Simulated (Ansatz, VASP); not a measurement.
**Te in VASP and in Ansatz**

INCAR

```
PREC     = Accurate       # precision mode
ENCUT    = 520            # plane-wave cutoff, eV
EDIFF    = 1E-6           # SCF threshold, eV
ISMEAR   = -1             # smearing method
SIGMA    = 0.05           # smearing width, eV
LREAL    = False          # projectors in reciprocal space
LASPH    = True           # aspherical terms in the spheres
NELM     = 100            # most SCF steps
ALGO     = Normal         # electronic algorithm
ISIF     = 2              # what is computed and relaxed
LWAVE    = False          # write WAVECAR
LCHARG   = False          # write CHGCAR
GGA      = PE             # functional
NBANDS   = 9              # bands
```

Contents of KPOINTS:

```
regular mesh
0
Gamma
  14 14 14
```

File POSCAR:

```
Te
1.0
   -1.7734351620      1.7734351620      1.7734351620
    1.7734351620     -1.7734351620      1.7734351620
    1.7734351620      1.7734351620     -1.7734351620
Te
1
Direct
    0.0000000000      0.0000000000      0.0000000000
```

Input for Ansatz:

```yaml
crystal:
  lattice:
    - [-1.773435162, 1.773435162, 1.773435162]
    - [1.773435162, -1.773435162, 1.773435162]
    - [1.773435162, 1.773435162, -1.773435162]
  atoms:
    - { symbol: Te, position: [0.0, 0.0, 0.0] }
kpoints:
  mp_grid: { grid: [14, 14, 14] }
scf:
  occupations: { method: fermi_dirac, width: 0.05 }
hamiltonian:
  xc: pbe
  pseudopotentials: { kind: paw }
output:
  forces: true
  stress: true
  eigenvalues: true
  populations: true
```

Change from the starting cell: volume scaled by 0.78, PAW files.

Alike in both runs: task single point; functional PBE; k mesh 14 × 14 × 14; occupations fermi-dirac, width 0.05 eV; no spin polarisation.

|  | VASP | Ansatz |
| --- | --- | --- |
| version | VASP 6.6.1 | Ansatz 0.2.0 |
| potentials or method | VASP PAW PBE potentials, release 64 (Te) | PAW with Ansatz's default frozen-core files, scalar-relativistic |
| plane-wave cutoff (eV) | 520 | 420 |
| valence electrons in the cell | 6 | 16 |

```csv
,VASP,Ansatz,Ansatz less VASP
pressure (GPa),24.0,24.1,+0.08
```

VASP's potentials hold 6 valence electrons a cell and Ansatz's 16, so a difference there can come from the potentials and not from the codes.

Spin-orbit coupling is off throughout.
